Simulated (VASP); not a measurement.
# MgSi2N2 (R-3m) in VASP: further runs, part 2 of 2

VASP 6.6.1. The steps go on from the part before.

### Step 3. Relaxation of cell and atoms, PBE

This run uses another cell than the first one, of 20.72 Å³/atom.

INCAR

```
PREC = Accurate
ENCUT = 600
EDIFF = 1E-7
ISMEAR = 0
SIGMA = 0.02
LREAL = False
LASPH = True
NELM = 100
ALGO = Normal
ISIF = 3
LWAVE = False
LCHARG = False
GGA = PE
IBRION = 2
NSW = 100
EDIFFG = -0.01
```

KPOINTS

```
regular mesh
0
Gamma
  6 6 6
```

POSCAR

```
MgSi2N2
1.0
    2.9475596534      1.7017743594      3.4427595529
   -2.9475596534      1.7017743594      3.4427595529
    0.0000000000     -3.4035487187      3.4427595529
Mg Si N
1 2 2
Direct
    0.0000000000      0.0000000000      0.0000000000
    0.6562974751      0.6562974751      0.6562974751
    0.3437025249      0.3437025249      0.3437025249
    0.1894126348      0.1894126348      0.1894126348
    0.8105873652      0.8105873652      0.8105873652
```

Potentials or basis: VASP PAW PBE potentials, release 64 (Mg, Si, N).

Started as:

```console
> cat potpaw_PBE.64/Mg/POTCAR potpaw_PBE.64/Si/POTCAR potpaw_PBE.64/N/POTCAR > POTCAR
> mpirun -np 1 vasp_std > vasp.out
```

OUTCAR:

```text
PREC = Accurate
   ENCUT = 600
   EDIFF = 1E-7
   ISMEAR = 0
   LREAL = False
   LASPH = True
   NELM = 100
   ISIF = 3
   GGA = PE
   IBRION = 2
   NSW = 100
   EDIFFG = -0.01

 ion  position               nearest neighbor table
   1  0.000  0.000  0.000-   4 1.96   5 1.96
   2  0.656  0.656  0.656-   5 1.59
   3  0.344  0.344  0.344-   4 1.59
   4  0.189  0.189  0.189-   3 1.59   1 1.96
   5  0.811  0.811  0.811-   2 1.59   1 1.96

  LATTYP: Found a trigonal (rhomboedric) cell.
 ALAT       =     4.8411504025
 COS(alpha) =     0.2585906623

  Lattice vectors:

 A1 = (   2.9475596534,   1.7017743594,   3.4427595529)
 A2 = (  -2.9475596534,   1.7017743594,   3.4427595529)
 A3 = (   0.0000000000,  -3.4035487187,   3.4427595529)

Analysis of symmetry for initial positions (statically):
=====================================================================
 Subroutine PRICEL returns:
 Original cell was already a primitive cell.

 Routine SETGRP: Setting up the symmetry group for a
 trigonal (rhombohedral) supercell.

 Subroutine GETGRP returns: Found 12 space group operations
 (whereof 12 operations were pure point group operations)
 out of a pool of 12 trial point group operations.
[... 288 lines left out ...]

 number of electron      20.0000003 magnetization

------------------------ aborting loop because EDIFF is reached ----------------------------------------
[... 73 lines left out ...]
--------------------------------------- Ionic step       23  -------------------------------------------

 number of electron      20.0000003 magnetization

 Free energy of the ion-electron system (eV)
  ---------------------------------------------------
  ext. energy  EPLUGINS =         0.00000000
  ---------------------------------------------------
  free energy    TOTEN  =       -26.42428977 eV

  energy without entropy =      -26.42428977  energy(sigma->0) =      -26.42428977

 E-fermi :   0.8004     XC(G=0):  -8.1020

 val. band max:        0.7070986354   @ k =   0.0000   0.0000   0.0000
 cond. band min:       2.5080412286   @ k =   0.3333   0.0000   0.0000
 fundamental gap:      1.8009425932
 Fermi energy:         0.8004181806

 k-point     1 :       0.0000    0.0000    0.0000
  band No.  band energies     occupation
      1     -12.5596      2.00000
      2     -12.0799      2.00000
      3      -4.4390      2.00000
      4      -3.2025      2.00000
      5      -2.1898      2.00000
      6      -1.0834      2.00000
      7      -1.0834      2.00000
      8       0.4237      2.00000
      9       0.4237      2.00000
     10       0.7071      2.00000
     11       2.6016      0.00000
     12       2.6016      0.00000
     13       3.5066      0.00000
     14       3.5066      0.00000
[... 377 lines left out ...]
      1     -12.2844      2.00000
      2     -12.2490      2.00000
      3      -4.6016      2.00000
      4      -4.1682      2.00000
      5      -1.8873      2.00000
      6      -1.3592      2.00000
      7      -0.6230      2.00000
      8      -0.0654      2.00000
      9       0.1256      2.00000
     10       0.3512      2.00000
     11       3.1230      0.00000
     12       3.3615      0.00000
     13       3.9418      0.00000
     14       5.8803      0.00000

 [... further k-points ...]
[... 5 lines left out ...]
  --------------------------------------------------------------------------------------
  -------------------------------------------------------------------------------------
  Total       -0.0068613     -0.0068613      0.0371940      0.0000000      0.0000000      0.0000000
  in kB       -0.1006518     -0.1006518      0.5456139      0.0000000      0.0000000      0.0000000
  external PRESSURE =       0.1147701 kB  Pullay stress =       0.0000000 kB
[... 20 lines left out ...]
  FREE ENERGIE OF THE ION-ELECTRON SYSTEM (eV)
  ---------------------------------------------------
  free  energy   TOTEN  =       -26.4242897703 eV

  energy  without entropy=      -26.4242897703  energy(sigma->0) =      -26.42428977

 reached required accuracy - stopping structural energy minimisation
```

OSZICAR:

```text
N       E                     dE             d eps       ncg     rms          rms(c)
DAV:   1     0.887260278057E+02    0.88726E+02   -0.91037E+03   896   0.130E+03
DAV:   2    -0.213933919494E+02   -0.11012E+03   -0.10420E+03  1196   0.224E+02
DAV:   3    -0.342566637261E+02   -0.12863E+02   -0.12763E+02  1094   0.854E+01
[... 211 lines left out ...]
DAV:   3    -0.264242913678E+02    0.14490E-04   -0.70427E-05   964   0.582E-02    0.672E-03
DAV:   4    -0.264242904866E+02    0.88115E-06   -0.99842E-06  1052   0.193E-02    0.450E-03
DAV:   5    -0.264242900287E+02    0.45793E-06   -0.10150E-06  1058   0.753E-03    0.256E-03
DAV:   6    -0.264242898305E+02    0.19825E-06   -0.11865E-07   478   0.289E-03    0.703E-04
DAV:   7    -0.264242897703E+02    0.60155E-07   -0.19735E-08   466   0.134E-03
  23 F= -.26424290E+02 E0= -.26424290E+02  d E =-.213293E-04
```

CONTCAR:

```text
MgSi2N2
   1.00000000000000
     3.0150623737167761    1.7407470731485730    3.4682873827021119
    -3.0150623737167761    1.7407470731485730    3.4682873827021119
     0.0000000000000000   -3.4814941461941045    3.4682873827017384
  Mg              Si              N
     1     2     2
Direct
     0.0000000000000000    0.0000000000000000    0.0000000000000000
     0.6594912543062216    0.6594912543062216    0.6594912543062220
     0.3405087456937788    0.3405087456937788    0.3405087456937781
     0.1873727700358784    0.1873727700358784    0.1873727700358781
     0.8126272299641215    0.8126272299641215    0.8126272299641220

  0.00000000E+00  0.00000000E+00  0.00000000E+00
  0.00000000E+00  0.00000000E+00  0.00000000E+00
  0.00000000E+00  0.00000000E+00  0.00000000E+00
  0.00000000E+00  0.00000000E+00  0.00000000E+00
  0.00000000E+00  0.00000000E+00  0.00000000E+00
```

Wall time 9.9 min (1 thread of Intel Xeon Platinum 8259CL at 2.50GHz (Skylake/Cascade Lake), shared host); peak memory 0.28 GiB.

What came out:

| Quantity | Value |
| --- | --- |
| Free energy | -26.4243 eV |
| Relaxed volume | 21.84 Å³/atom |
| Relaxed cell | a = 4.914 Å, b = 4.914 Å, c = 4.914 Å, α = 75.69°, β = 75.69°, γ = 75.69° |
| Space group after relaxing (to 0.1 Å) | R-3m (No. 166) |
| Energy gained by relaxing | 0.7 meV/atom |
| Ionic steps | 23 |
| Pressure after relaxing | 0.0 GPa |
| Largest force after relaxing | 0.008 eV/Å |
| Band gap on the k mesh | 1.80 eV (least direct gap 1.84 eV) |

Forces in eV/Å, atoms in the order of the input:
```
Mg   0.000  0.000  0.000
Si   0.000  0.000  0.001
Si   0.000  0.000 -0.001
N    0.000  0.000  0.008
N    0.000  0.000 -0.008
```

Step by step:
```tsv
step	energy change (eV)	largest force (eV/Å)	pressure (GPa)	volume (Å³)
1	0.0000	0.1019	0.33	103.61
2	0.0058	0.5096	-0.81	104.26
3	-0.0003	0.0294	0.12	103.73
4	-0.0006	0.0291	0.10	103.99
5	-0.0014	0.0279	0.04	104.79
6	-0.0021	0.0699	-0.07	106.39
7	-0.0025	0.0383	-0.01	106.59
8	-0.0026	0.0321	0.05	106.80
9	-0.0026	0.0330	0.06	106.84
10	-0.0028	0.0476	0.03	107.08
11	-0.0031	0.0885	-0.06	107.74
12	-0.0029	0.1912	-0.23	109.07
13	-0.0031	0.1127	-0.11	108.14
14	-0.0032	0.1075	-0.10	108.19
15	-0.0033	0.0925	-0.08	108.32
16	-0.0035	0.0623	-0.04	108.60
17	-0.0036	0.0128	0.06	109.15
18	-0.0036	0.0118	0.04	109.06
19	-0.0036	0.0093	0.05	109.08
20	-0.0036	0.0078	0.05	109.12
21	-0.0036	0.0078	0.05	109.09
22	-0.0036	0.0077	0.04	109.13
23	-0.0036	0.0082	0.01	109.22
```

Final structure:
```yaml
crystal:
  lattice:
    - [3.01506, 1.74075, 3.46829]
    - [-3.01506, 1.74075, 3.46829]
    - [0.00000, -3.48149, 3.46829]
  atoms:
    - { symbol: Mg, position: [0.00000, 0.00000, 0.00000] }
    - { symbol: Si, position: [0.65949, 0.65949, 0.65949] }
    - { symbol: Si, position: [0.34051, 0.34051, 0.34051] }
    - { symbol: N, position: [0.18737, 0.18737, 0.18737] }
    - { symbol: N, position: [0.81263, 0.81263, 0.81263] }
```

Levels at points of the mesh, in eV from the valence-band top:
| k point | band 7 | band 8 | band 9 | band 10 | band 11 | band 12 | band 13 | band 14 |
| --- | --- | --- | --- | --- | --- | --- | --- | --- |
| (0.00, 0.00, 0.00) | -1.79 | -0.28 | -0.28 | 0.00 | 1.89 | 1.89 | 2.80 | 2.80 |
| (0.50, 0.00, 0.00) | -1.18 | -1.09 | -0.66 | -0.19 | 1.80 | 2.58 | 3.46 | 4.33 |
| (0.50, 0.50, 0.00) | -1.21 | -0.79 | -0.56 | -0.38 | 2.45 | 2.99 | 3.00 | 4.86 |
| (0.50, 0.50, 0.50) | -1.67 | -1.67 | -1.43 | -0.47 | 2.91 | 2.91 | 4.50 | 4.50 |

A k mesh can miss the band edges.

### Step 4. Relaxation of cell and atoms, PBE

This run uses another cell than the first one, of 22.23 Å³/atom.

INCAR

```
PREC = Accurate ; ENCUT = 600
EDIFF = 1E-7 ; ISMEAR = 0
SIGMA = 0.02 ; LREAL = F
LASPH = T ; NELM = 100
ALGO = Normal ; ISIF = 3
LWAVE = F ; LCHARG = F
GGA = PE ; IBRION = 2
NSW = 100 ; EDIFFG = -0.01
```

KPOINTS is that of step 3.

POSCAR

```
MgSi2N2
1.0
    3.0374484125      1.7536716586      3.4770111083
   -3.0374484125      1.7536716586      3.4770111083
    0.0000000000     -3.5073433172      3.4770111083
Mg Si N
1 2 2
Direct
    0.0000000000      0.0000000000      0.0000000000
    0.6605986425      0.6605986425      0.6605986425
    0.3394013575      0.3394013575      0.3394013575
    0.1868715912      0.1868715912      0.1868715912
    0.8131284088      0.8131284088      0.8131284088
```

Started as:

```console
> cat potpaw_PBE.64/Mg/POTCAR potpaw_PBE.64/Si/POTCAR potpaw_PBE.64/N/POTCAR > POTCAR
> mpirun -np 1 vasp_std > vasp.out
```

Wall time 2.2 min (1 thread of Intel Xeon Platinum 8259CL at 2.50GHz (Skylake/Cascade Lake), shared host); peak memory 0.29 GiB.

It converged, with:

```
Free energy                           : -26.4271 eV
Relaxed volume                        : 22.20 Å³/atom
Relaxed cell                          : a = 4.937 Å, b = 4.937 Å, c = 4.937 Å, α = 75.89°, β = 75.89°, γ = 75.89°
Space group after relaxing (to 0.1 Å) : R-3m (No. 166)
Energy gained by relaxing             : 0.0 meV/atom
Ionic steps                           : 4
Pressure after relaxing               : 0.0 GPa
Largest force after relaxing          : 0.008 eV/Å
Band gap on the k mesh                : 1.83 eV (least direct gap 1.89 eV)
```

Forces on the atoms (eV/Å):
```
Mg   0.000  0.000  0.000
Si   0.000  0.000 -0.005
Si   0.000  0.000  0.005
N    0.000  0.000  0.008
N    0.000  0.000 -0.008
```

Stress tensor (GPa, compression positive):
```
-0.07  0.00  0.00
 0.00 -0.07  0.00
 0.00  0.00  0.03
```

The path:
| step | energy change (eV) | largest force (eV/Å) | pressure (GPa) | volume (Å³) |
| --- | --- | --- | --- | --- |
| 1 | 0.0000 | 0.0797 | 0.02 | 111.13 |
| 2 | 0.0027 | 0.3513 | -0.62 | 111.17 |
| 3 | -0.0001 | 0.0043 | -0.09 | 111.13 |
| 4 | -0.0002 | 0.0083 | -0.04 | 110.98 |

Final structure:
```xyz
5
Lattice="3.0357 1.7527 3.4763 -3.0357 1.7527 3.4763 0.0000 -3.5053 3.4763" Properties=species:S:1:pos:R:3 pbc="T T T"
Mg    0.0000    0.0000    0.0000
Si    0.0000    0.0000    6.8885
Si    0.0000    0.0000    3.5405
N     0.0000    0.0000    1.9478
N     0.0000    0.0000    8.4812
```

Levels at points of the mesh, in eV from the valence-band top:
```csv
k point,band 8,band 9,band 10,band 11,band 12,band 13
"(0.00, 0.00, 0.00)",-0.27,-0.27,0.00,1.96,1.96,2.84
"(0.50, 0.00, 0.00)",-1.04,-0.64,-0.19,1.83,2.60,3.51
"(0.50, 0.50, 0.00)",-0.77,-0.54,-0.36,2.50,3.02,3.03
"(0.50, 0.50, 0.50)",-1.61,-1.38,-0.47,2.92,2.92,4.53
```

### Step 5. The runs side by side

| potentials or basis | cell | cutoff (eV) | smearing | mended | gap on the mesh (eV) | pressure (GPa) | relaxed volume (Å³/atom) | largest force (eV/Å) |
| --- | --- | --- | --- | --- | --- | --- | --- | --- |
| VASP PAW PBE potentials, release 64 (Mg_sv, Si, N) | relaxed from a = 4.240 Å, angles 91.5°, 5 atoms, atomic positions A | 750 | gaussian 0.1 eV | yes | 1.04 | 0.1 | 18.96 | 0.02 |
| VASP PAW PBE potentials, release 64 (Mg, Si, N) | relaxed from a = 4.841 Å, angles 75.0°, 5 atoms, atomic positions B | 600 | gaussian 0.02 eV | - | 1.80 | 0.0 | 21.84 | 0.01 |
| VASP PAW PBE potentials, release 64 (Mg, Si, N) | relaxed from a = 4.939 Å, angles 75.9°, 5 atoms, atomic positions C | 600 | gaussian 0.02 eV | - | 1.83 | 0.0 | 22.20 | 0.01 |

Alike in all rows: task relaxation of cell and atoms; level PBE; no spin polarisation; k mesh 6 × 6 × 6.

Caveats: the volume moved by over 15 % at a fixed basis, so the end points are rough (at least some runs).

Absolute energies hang on the potentials; compare differences alone.
